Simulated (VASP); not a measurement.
Input of a VASP 6.6.1 run:

The input INCAR:

```
PREC = Accurate
ENCUT = 520
EDIFF = 1E-6
ISMEAR = 0
SIGMA = 0.1
LREAL = F
LASPH = T
NELM = 80
ALGO = Normal
ISIF = 2
LWAVE = F
LCHARG = T
GGA = PE
LELF = T
LVHAR = T
NBANDS = 15
```

Contents of KPOINTS:

```
regular mesh
0
Gamma
  11 11 11
```

File POSCAR:

```
TaN
1.0
    0.0000000000      2.1495504440      2.1495504440
    2.1495504440      0.0000000000      2.1495504440
    2.1495504440      2.1495504440      0.0000000000
Ta N
1 1
Direct
    0.5000000000      0.5000000000      0.5000000000
    0.0000000000      0.0000000000      0.0000000000
```

Potentials or basis: VASP PAW PBE potentials, release 64 (Ta_pv, N).

Command:

```bash
$ cat potpaw_PBE.64/Ta_pv/POTCAR potpaw_PBE.64/N/POTCAR > POTCAR
$ mpirun -np 1 vasp_std > vasp.out
```

**Question.** What does it give for the band gap on the k mesh?

**Answer.** Zero (band 8 reaches 12.19 eV, above the bottom of band 9 at 8.03 eV).

**Question.** Estimate the pressure.

**Answer.** 33.3 GPa.

Caveat: spin-orbit coupling is left out, which moves the levels of the heavy elements.
